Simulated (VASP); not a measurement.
# AlSi8NO16 in VASP: notebook, part 2 of 2

VASP 6.6.1. The steps go on from the part before.

## (5) Single point, PBE

INCAR reads:

```
SYSTEM = AlSi8NO16
ALGO = Normal
EDIFF = 1E-6
ENCUT = 520
GGA = PE
ISIF = 2
ISMEAR = -1
ISYM = 0
LASPH = .True.
LCHARG = .False.
LREAL = Auto
LWAVE = .False.
NBANDS = 87
NELM = 60
PREC = Accurate
SIGMA = 0.1379
```

KPOINTS reads:

```
Automatic mesh
0
Gamma
  1 1 1
  0.25 0.25 0.25
```

POSCAR reads:

```
AlSi8NO16
1.0
    7.6361610000     -0.1511100000     -0.0835260000
   -0.1511100000      7.3133010000     -0.0381800000
   -0.0835260000     -0.0381800000      6.8622450000
Al N Si O
1 1 8 16
Direct
    0.4606003200      0.7180054473      0.6974761977
    0.5304888965      0.4292119376      0.6936331955
    0.6233730965      0.6394751173      0.2944501430
    0.7435641199      0.3705020037      0.5509874251
    1.0164857183      0.6488414607      0.6597366828
    0.2277918852      0.6619189033      0.2933092026
    0.3788760568      0.9673674006      0.0713990959
    0.0872012251     -0.0118265072      0.8586751178
    0.9492112058      0.0148335339      0.4894654970
    0.7837253286     -0.0197894255      0.1577852265
    0.4283395387      0.5849458212      0.2049363903
    0.3158955842      0.8923415213      0.2883750280
    0.2149287648      0.6414435376      0.5310576137
    0.5822300186      0.0294887336      0.1262495327
    0.1152915840      0.0495782716      0.6317472989
    0.3916526751      0.8445528793      0.8847244903
    0.7643842025      0.4546342583      0.3283415108
    0.7350585629      0.7592189610      0.1396565528
    0.9328978226      0.4405817480      0.6931573610
    0.3963830289      0.3036796150      0.6969877608
    0.8893372827      0.0615999356      0.9734969637
    0.0883387010      0.7622168609      0.8516623959
    0.2223276007      0.1189282915      0.0185822304
    0.5930270680      0.7390971162      0.5059287313
    0.7773024917      0.1402658184      0.5560233301
    0.9003100737      0.8136998985      0.5499063880
```

Command:

```bash
> cat potpaw_PBE.64/Al/POTCAR potpaw_PBE.64/N/POTCAR potpaw_PBE.64/Si/POTCAR potpaw_PBE.64/O/POTCAR > POTCAR
> mpirun -np 1 vasp_std > vasp.out
```

It took 93 s on 1 thread of Intel Xeon 6975P-C, shared host; peak memory 0.41 GiB.

It converged, with:

```
Free energy            : -186.6129 eV
Pressure               : -1.4 GPa
Largest force          : 5.489 eV/Å
Band gap on the k mesh : 0.26 eV
```

Forces in eV/Å, atoms in the order of the input:
```
Al  -0.796 -2.253 -0.540
N   -2.015 -1.162 -0.461
Si   0.665 -0.963  0.151
Si   1.213 -2.522  1.502
Si   0.670  0.820 -1.097
Si   2.012  1.308 -2.605
Si   0.673  2.534  3.230
Si  -1.588  3.015  2.993
Si  -3.266  2.471 -3.321
Si   1.272  0.094  0.025
O   -0.772 -0.993  0.568
O   -1.511 -1.450 -0.746
O   -0.200 -0.296  3.065
O   -1.226  2.646  0.180
O    1.359  1.552  1.263
O    1.056 -1.203 -1.965
O   -2.006  1.011  1.183
O    0.971 -1.277  0.194
O   -1.496  1.743 -1.348
O    3.273  2.328 -0.155
O    2.408 -1.314 -2.126
O   -1.130 -0.214  1.086
O    0.392 -2.637 -1.666
O    0.034 -0.058 -0.588
O   -0.224  2.184  0.039
O    0.233 -5.364  1.142
```

Stress tensor (GPa, compression positive):
```
-3.98  2.16  2.20
 2.16 -1.12 -1.84
 2.20 -1.84  1.02
```

Levels at points of the mesh, in eV from the valence-band top:
```
           k point  band 65  band 66  band 67  band 68  band 69  band 70  band 71  band 72
(0.25, 0.25, 0.25)    -1.77    -1.04    -0.66     0.00     0.26     2.65     3.14     3.94
```

Caveat: the k points lie up to 0.92 Å⁻¹ apart.

## (6) Single point, PBE

INCAR reads:

```
ALGO = Normal ; EDIFF = 1E-6
ENCUT = 520 ; GGA = PE
ISIF = 2 ; ISMEAR = -1
ISYM = 0 ; LASPH = True
LCHARG = False ; LREAL = Auto
LWAVE = False ; NBANDS = 87
NELM = 100 ; PREC = Accurate
SIGMA = 0.05
```

KPOINTS is that of step 5.

POSCAR reads:

```
AlSi8NO16
1.0
    7.6361610000     -0.1511100000     -0.0835260000
   -0.1511100000      7.3133010000     -0.0381800000
   -0.0835260000     -0.0381800000      6.8622450000
Al N Si O
1 1 8 16
Direct
    0.4528222098      0.6780614295      0.6909996384
    0.5247248117      0.4236729560      0.6872102349
    0.6144255801      0.6239709152      0.2940091356
    0.7502359635      0.3790776372      0.5965350105
    0.0400754155      0.6692791753      0.6592264511
    0.2463504308      0.6559931121      0.2457849411
    0.4156198426      0.9630346437      0.0611290803
    0.0853197004      1.0225088715      0.8638945129
    0.8924563985      0.0214254505      0.5037370914
    0.7866681870      0.9885332327      0.1726728565
    0.4319054927      0.5454609048      0.1857658879
    0.3034832563      0.8840637115      0.2564607202
    0.2345480379      0.6294273992      0.5975241918
    0.5889940403      0.0811580683      0.1305524550
    0.0718404786      0.1083276375      0.6376585938
    0.4645420033      0.8027763509      0.9028325769
    0.7190855102      0.4426336391      0.3699849085
    0.7587938702      0.7619628843      0.1619848548
    0.9165676943      0.4854410138      0.6988660957
    0.4162517401      0.2944168430      0.6886116246
    0.9222296671      0.0709662464      1.0109846918
    0.0834011010      0.8074391867      0.8456540372
    0.2644352121      0.0904807354     -0.0319264658
    0.6029014721      0.7320903372      0.5018741181
    0.7425560425      0.1548546320      0.5977708586
    0.9180280322      0.8031506473      0.5313047700
```

Potentials or basis: VASP PAW PBE potentials, release 64 (Al, N, Si, O).

Command:

```bash
> cat potpaw_PBE.64/Al/POTCAR potpaw_PBE.64/N/POTCAR potpaw_PBE.64/Si/POTCAR potpaw_PBE.64/O/POTCAR > POTCAR
> mpirun -np 1 vasp_std > vasp.out
```

It took 91 s on 1 thread of Intel Xeon 6975P-C, shared host; peak memory 0.41 GiB.

The run converged. Its results:

```yaml
Free_energy: -190.7269 eV
Pressure: 1.1 GPa
Largest_force: 2.794 eV/Å
Band_gap_on_the_k_mesh: 0.26 eV
```

Forces on the atoms (eV/Å):
```
Al  -0.239  0.443 -0.531
N    0.535  0.280  0.638
Si   2.718  0.634 -0.121
Si  -1.094 -1.173 -1.320
Si  -0.681  1.220  0.939
Si  -0.932 -0.187 -0.269
Si  -1.107 -0.478 -0.328
Si  -1.262  1.970 -0.338
Si   0.779  1.006 -0.365
Si   0.004  0.345  0.099
O    0.214  0.722  0.765
O    1.001 -1.157 -0.784
O    1.293 -0.414 -1.121
O    1.405 -0.214  0.284
O   -0.995 -0.577  0.346
O   -0.158  0.796  0.350
O    0.404 -0.417 -0.311
O   -1.610 -1.037  0.412
O    0.261  0.128  0.513
O    0.137 -0.126 -0.014
O    0.137 -0.042 -0.574
O   -0.354 -2.548  0.781
O    1.241  0.982  0.127
O   -2.288  0.276  0.729
O    0.221  0.203  0.398
O    0.367 -0.636 -0.305
```

Stress tensor (GPa, compression positive):
```
 1.35 -1.81  1.90
-1.81  1.93 -0.04
 1.90 -0.04  0.11
```

Levels at points of the mesh, in eV from the valence-band top:
```
           k point  band 66  band 67  band 68  band 69  band 70  band 71
(0.25, 0.25, 0.25)    -1.19    -0.60     0.00     0.26     3.88     4.00
```

Caveat: the k points lie up to 0.92 Å⁻¹ apart; the standard files for N, O and F lose accuracy on very short bonds.

## (7) Overview

```csv
smearing,gap on the mesh (eV),pressure (GPa),largest force (eV/Å)
fermi-dirac 0.2482 eV,0.95,-0.5,10.43
fermi-dirac 0.1379 eV,0.26,-1.4,5.49
fermi-dirac 0.05 eV,0.26,1.1,2.79
```

Some of these runs hold the atoms at other places in the same cell, which the table doesn't show; runs alike in all that it shows share one row.

Alike in all rows: task single point; level PBE; potentials or basis VASP PAW PBE potentials, release 64 (Al, N, Si, O); no spin polarisation; cell as given; k mesh 1 × 1 × 1, shifted; cutoff (eV) 520.

Caveats: all runs use coarse meshes; the standard files for N, O and F lose accuracy on very short bonds (some runs).

Absolute energies hang on the potentials; compare differences alone.
